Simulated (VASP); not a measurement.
# SiC (F-43m) in VASP: notebook

SiC is run at these levels: LDA; tasks: single point.

All numbers are computed with VASP 6.6.1; they aren't measurements. Logs are shortened: lines on timing, memory, paths and dates and some standing lists are left out, and cuts for length are marked.

### Step 1. The cell of the first run

Symmetry: F-43m, No. 216, cubic system. Conventional cell: a = 4.288 Å, b = 4.288 Å, c = 4.288 Å, α = 90.00°, β = 90.00°, γ = 90.00°. Si (site symmetry -43m) has 4 C at 1.86 Å within 2.5 Å. Within 2.5 Å of C (site symmetry -43m) lie 4 Si at 1.86 Å.

### Step 2. Single point, LDA

The input, INCAR:

```
SYSTEM = SiC
PREC = Accurate
ENCUT = 520
EDIFF = 1E-7
ISMEAR = 0
SIGMA = 0.01
LREAL = .FALSE.
LASPH = .TRUE.
NELM = 100
ALGO = Normal
ISIF = 2
LWAVE = .FALSE.
LCHARG = .FALSE.
NBANDS = 11
```

The input, KPOINTS:

```
Automatic mesh
0
G
  10 10 10
  0 0 0
```

The input, POSCAR:

```
SiC
1.0
    2.1437855615      2.1437855615      0.0000000000
   -2.1437855615      2.1437855615      0.0000000000
    0.0000000000      2.1437855615      2.1437855615
Si C
1 1
Direct
    0.0000000000      0.0000000000      0.0000000000
    0.7500000000      0.2500000000      0.5000000000
```

Potentials or basis: VASP PAW LDA potentials, release 64 (Si, C).

The run is started by

```
$ cat potpaw_LDA.64/Si/POTCAR potpaw_LDA.64/C/POTCAR > POTCAR
$ mpirun -np 1 vasp_std > vasp.out
```

OUTCAR:

```text
SYSTEM = SiC
   PREC = Accurate
   ENCUT = 520
   EDIFF = 1E-7
   ISMEAR = 0
   LREAL = .FALSE.
   LASPH = .TRUE.
   NELM = 100
   ISIF = 2

 ion  position               nearest neighbor table
   1  0.000  0.000  0.000-   2 1.86   2 1.86   2 1.86   2 1.86
   2  0.750  0.250  0.500-   1 1.86   1 1.86   1 1.86   1 1.86

  LATTYP: Found a face centered cubic cell.
 ALAT       =     4.2875711230

  Lattice vectors:

 A1 = (   0.0000000000,   2.1437855615,   2.1437855615)
 A2 = (   2.1437855615,   0.0000000000,   2.1437855615)
 A3 = (   2.1437855615,   2.1437855615,   0.0000000000)

Analysis of symmetry for initial positions (statically):
=====================================================================
 Subroutine PRICEL returns:
 Original cell was already a primitive cell.

 Routine SETGRP: Setting up the symmetry group for a
 face centered cubic supercell.

 Subroutine GETGRP returns: Found 24 space group operations
 (whereof 24 operations were pure point group operations)
 out of a pool of 48 trial point group operations.

The static configuration has the point symmetry T_d .

Analysis of symmetry for dynamics (positions and initial velocities):
=====================================================================
 Subroutine PRICEL returns:
 Original cell was already a primitive cell.

 Routine SETGRP: Setting up the symmetry group for a
 face centered cubic supercell.

 Subroutine GETGRP returns: Found 24 space group operations
 (whereof 24 operations were pure point group operations)
 out of a pool of 48 trial point group operations.

The dynamic configuration has the point symmetry T_d .

 Subroutine INISYM returns: Found 24 space group operations
 (whereof 24 operations are pure point group operations),
 and found     1 'primitive' translations

----------------------------------------------------------------------------------------

                                     Primitive cell

  volume of cell :      19.7049

  direct lattice vectors                    reciprocal lattice vectors
     2.143785562  2.143785562  0.000000000     0.233232283  0.233232283 -0.233232283
    -2.143785562  2.143785562  0.000000000    -0.233232283  0.233232283 -0.233232283
     0.000000000  2.143785562  2.143785562     0.000000000  0.000000000  0.466464565

  length of vectors
     3.031770616  3.031770616  3.031770616     0.403970163  0.403970163  0.466464565

  position of ions in fractional coordinates (direct lattice)
     0.000000000  0.000000000  0.000000000
     0.750000000  0.250000000  0.500000000

  ion indices of the primitive-cell ions
   primitive index   ion index
                 1           1
                 2           2

----------------------------------------------------------------------------------------

 KPOINTS: Automatic mesh

Automatic generation of k-mesh.
 Grid dimensions read from file:
 generate k-points for:   10   10   10

 Generating k-lattice:

  Cartesian coordinates                     Fractional coordinates (reciprocal lattice)
     0.023323228  0.023323228 -0.023323228     0.100000000  0.000000000  0.000000000
    -0.023323228  0.023323228 -0.023323228     0.000000000  0.100000000  0.000000000
     0.000000000  0.000000000  0.046646457     0.000000000  0.000000000  0.100000000

  Length of vectors
     0.040397016  0.040397016  0.046646457

  Shift w.r.t. Gamma in fractional coordinates (k-lattice)
     0.000000000  0.000000000  0.000000000

 Subroutine IBZKPT returns following result:
 ===========================================

 Found     47 irreducible k-points:

 Following reciprocal coordinates:
            Coordinates               Weight
  0.000000  0.000000  0.000000      1.000000
  0.100000  0.000000  0.000000      8.000000
  0.200000  0.000000  0.000000      8.000000
  0.300000  0.000000  0.000000      8.000000
  0.400000  0.000000  0.000000      8.000000
  0.500000  0.000000  0.000000      4.000000
[... 16 lines left out ...]
  0.300000  0.300000  0.000000     12.000000
  0.400000  0.300000  0.000000     24.000000
 [... further k-points ...]
   k-points           NKPTS =     47   k-points in BZ     NKDIM =     47   number of bands    NBANDS=     11
   number of dos      NEDOS =    301   number of ions     NIONS =      2
   total plane-waves  NPLWV =  13824
   dimension x,y,z NGX =    24 NGY =   24 NGZ =   24
   dimension x,y,z NGXF=    48 NGYF=   48 NGZF=   48
   ions per type =               1   1
   NGX,Y,Z   is equivalent  to a cutoff of  13.16, 13.16, 13.16 a.u.
   NGXF,Y,Z  is equivalent  to a cutoff of  26.32, 26.32, 26.32 a.u.
 SYSTEM =  SiC
   PREC   = accura    normal or accurate (medium, high low for compatibility)
   ISTART =      0    job   : 0-new  1-cont  2-samecut
   ICHARG =      2    charge: 1-file 2-atom 10-const
   ISPIN  =      1    spin polarized calculation?
   LNONCOLLINEAR =      F non collinear calculations
   LSORBIT =      F    spin-orbit coupling
   LASPH  =      T    aspherical Exc in radial PAW
   ENCUT  =  520.0 eV  38.22 Ry    6.18 a.u.   5.64  5.64  5.64*2*pi/ulx,y,z
   NELM   =    100;   NELMIN=  2; NELMDL= -5     # of ELM steps
   EDIFF  = 0.1E-06   stopping-criterion for ELM
   LREAL  =      F    real-space projection
   EDIFFG = 0.1E-05   stopping-criterion for IOM
   NSW    =      0    number of steps for IOM
   IBRION =     -1    ionic relax: 0-MD 1-quasi-New 2-CG
   NFREE  =      0    steps in history (QN), initial steepest desc. (CG)
   ISIF   =      2    stress and relaxation
   ISYM   =      2    0-nonsym 1-usesym 2-fastsym
   POTIM  = 0.5000    time-step for ionic-motion
   TEBEG  =    0.0;   TEEND  =   0.0 temperature during run
   PSTRESS=    0.0 pullay stress
   NELECT =       8.0000    total number of electrons
   NUPDOWN=      -1.0000    fix difference up-down
   EMIN   =  10.00;   EMAX   =-10.00  energy-range for DOS
   EFERMI =   0.00;   METHOD = LEGACY
   ISMEAR =     0;   SIGMA  =   0.01  broadening in eV -4-tet -1-fermi 0-gaus
   EFERMI_NEDOS =   21; number of points for ismear=-14 and -15
   IALGO  =     38    algorithm
   IMIX   =      4    mixing-type and parameters
     AMIX     =   0.40;   BMIX     =  1.00
     AMIX_MAG =   1.60;   BMIX_MAG =  1.00
  volume/ion in A,a.u.               =       9.85        66.49
  Fermi-wavevector in a.u.,A,eV,Ry     =   1.212216  2.290757 19.993334  1.469469
  Thomas-Fermi vector in A             =   2.347707
   LORBIT       =      0    0 simple, 1 ext, 2 COOP (PROOUT), +10 PAW based schemes
   GGA     = CA    functional components
   LHFCALC =     F    Hartree Fock is set to
   AEXX    =    0.0000 exact exchange contribution
   IVDW    =     0    specifies the selected vdW correction
   LEPSILON=     F    determine dielectric tensor
   LRPA    =     F    only Hartree local field effects (RPA)
 non-spin polarized calculation
 Gauss-broadening in eV      SIGMA  =   0.01
  energy-cutoff  :      520.00
  volume of cell :       19.70
 maximum number of plane-waves:       544
   NGX = 11   NGY = 11   NGZ = 11

 number of electron       7.9999999 magnetization

 Free energy of the ion-electron system (eV)
  ---------------------------------------------------
  ext. energy  EPLUGINS =         0.00000000
  ---------------------------------------------------
  free energy    TOTEN  =       -16.62844892 eV

  energy without entropy =      -16.62844892  energy(sigma->0) =      -16.62844892

 E-fermi :   8.7653     XC(G=0): -11.7658

 val. band max:        8.6272099477   @ k =   0.0000   0.0000   0.0000
 cond. band min:       9.8887749369   @ k =   0.5000   0.5000   0.0000
 fundamental gap:      1.2615649892
 Fermi energy:         8.7653184105

 k-point     1 :       0.0000    0.0000    0.0000
  band No.  band energies     occupation
      1      -7.0755      2.00000
      2       8.6272      2.00000
      3       8.6272      2.00000
      4       8.6272      2.00000
      5      15.4983      0.00000
      6      16.1628      0.00000
      7      16.1628      0.00000
      8      16.1628      0.00000
      9      23.3739      0.00000
     10      23.3739      0.00000
     11      25.5686      0.00000

 k-point     2 :       0.1000    0.0000    0.0000
  band No.  band energies     occupation
      1      -6.8719      2.00000
      2       7.6218      2.00000
      3       8.4916      2.00000
      4       8.4916      2.00000
      5      15.6072      0.00000
      6      16.4119      0.00000
      7      16.4119      0.00000
      8      16.5591      0.00000
      9      22.3719      0.00000
     10      22.3719      0.00000
     11      25.1251      0.00000

 k-point     3 :       0.2000    0.0000    0.0000
  band No.  band energies     occupation
      1      -6.2689      2.00000
      2       5.4665      2.00000
      3       8.1807      2.00000
      4       8.1807      2.00000
      5      15.2222      0.00000
      6      16.7601      0.00000
      7      16.7601      0.00000
      8      17.7959      0.00000
      9      21.6881      0.00000
     10      21.6881      0.00000
     11      24.2467      0.00000

 k-point     4 :       0.3000    0.0000    0.0000
  band No.  band energies     occupation
      1      -5.2993      2.00000
      2       3.0823      2.00000
      3       7.8610      2.00000
      4       7.8610      2.00000
      5      14.8130      0.00000
      6      16.5638      0.00000
      7      16.5638      0.00000
      8      18.6627      0.00000
      9      22.5711      0.00000
     10      22.5711      0.00000
     11      24.0585      0.00000
[... 239 lines left out ...]
 k-point    22 :      -0.2000    0.2000    0.0000
  band No.  band energies     occupation
      1      -5.9995      2.00000
      2       6.2998      2.00000
      3       7.1345      2.00000
      4       7.1345      2.00000
      5      13.7212      0.00000
      6      15.9444      0.00000
      7      18.5572      0.00000
      8      18.5572      0.00000
      9      19.8275      0.00000
     10      24.5747      0.00000
     11      28.3078      0.00000

 k-point    23 :       0.3000    0.3000    0.0000
  band No.  band energies     occupation
      1      -2.7717      2.00000
      2       1.7846      2.00000
      3       3.1578      2.00000
      4       6.7968      2.00000
      5      13.1144      0.00000
      6      18.2965      0.00000
      7      18.8401      0.00000
      8      19.8306      0.00000
      9      22.3625      0.00000
     10      22.7672      0.00000
     11      30.0832      0.00000

 k-point    24 :       0.4000    0.3000    0.0000
  band No.  band energies     occupation
      1      -2.0648      2.00000
      2       1.1128      2.00000
      3       3.1961      2.00000
      4       6.2527      2.00000
      5      12.2383      0.00000
      6      17.5396      0.00000
      7      19.7557      0.00000
      8      20.4559      0.00000
      9      22.2540      0.00000
     10      24.4024      0.00000
     11      30.6040      0.00000

 [... further k-points ...]
[... 5 lines left out ...]
  --------------------------------------------------------------------------------------
  -------------------------------------------------------------------------------------
  Total        0.9130718      0.9130718      0.9130718      0.0000000     -0.0000000      0.0000000
  in kB       74.2406003     74.2406003     74.2406003      0.0000000     -0.0000000      0.0000000
  external PRESSURE =      74.2406003 kB  Pullay stress =       0.0000000 kB

 VOLUME and BASIS-vectors are now :
 -----------------------------------------------------------------------------
  energy-cutoff  :      520.00
  volume of cell :       19.70
      direct lattice vectors                 reciprocal lattice vectors
     2.143785562  2.143785562  0.000000000     0.233232283  0.233232283 -0.233232283
    -2.143785562  2.143785562  0.000000000    -0.233232283  0.233232283 -0.233232283
     0.000000000  2.143785562  2.143785562     0.000000000  0.000000000  0.466464565

 POSITION                                       TOTAL-FORCE (eV/Angst)
 -----------------------------------------------------------------------------------
      0.00000      0.00000      0.00000        -0.000000      0.000000      0.000000
      1.07189      3.21568      1.07189         0.000000     -0.000000      0.000000
 -----------------------------------------------------------------------------------
    total drift:                               -0.000000      0.000000     -0.000000

  FREE ENERGIE OF THE ION-ELECTRON SYSTEM (eV)
  ---------------------------------------------------
  free  energy   TOTEN  =       -16.6284489247 eV

  energy  without entropy=      -16.6284489247  energy(sigma->0) =      -16.62844892
```

It took 5.9 s on 1 thread of Intel Xeon 6975P-C, shared host; peak memory 0.13 GiB.

What came out:

```
Free energy            : -16.6284 eV
Pressure               : 7.4 GPa
Band gap on the k mesh : 1.26 eV, indirect (least direct gap 4.55 eV)
```

A k mesh can miss the band edges. A hybrid or GW would open this gap; LDA tends to underestimate it.

### Step 3. Single point, LDA

Changes to INCAR since step 2:

```diff
@@ -3,3 +3,3 @@
 ENCUT = 520
-EDIFF = 1E-7
+EDIFF = 1E-6
 ISMEAR = 0
@@ -13,2 +13,3 @@
 LCHARG = .FALSE.
+GGA = CA
 NBANDS = 11
```

KPOINTS is that of step 2.

POSCAR is that of step 2.

Potentials or basis: VASP PAW LDA potentials, release 64 (Si, C).

The run is started by

```
$ cat potpaw_LDA.64/Si/POTCAR potpaw_LDA.64/C/POTCAR > POTCAR
$ mpirun -np 1 vasp_std > vasp.out
```

Wall time 5.1 s (1 thread of Intel Xeon 6975P-C, shared host); peak memory 0.13 GiB.

It converged, with:

```yaml
Free_energy: -16.6284 eV
Pressure: 7.4 GPa
Band_gap_on_the_k_mesh: 1.26 eV, indirect (least direct gap 4.55 eV)
```

Levels at points of the mesh, in eV from the valence-band top:
```csv
k point,band 1,band 2,band 3,band 4,band 5,band 6,band 7,band 8
"(0.00, 0.00, 0.00)",-15.70,0.00,0.00,0.00,6.87,7.53,7.53,7.53
"(0.50, 0.00, 0.00)",-11.90,-8.83,-1.06,-1.06,5.84,7.33,7.33,10.19
"(0.50, 0.50, 0.00)",-10.37,-7.97,-3.29,-3.29,1.26,4.36,14.40,14.40
```

A k mesh can miss the band edges.
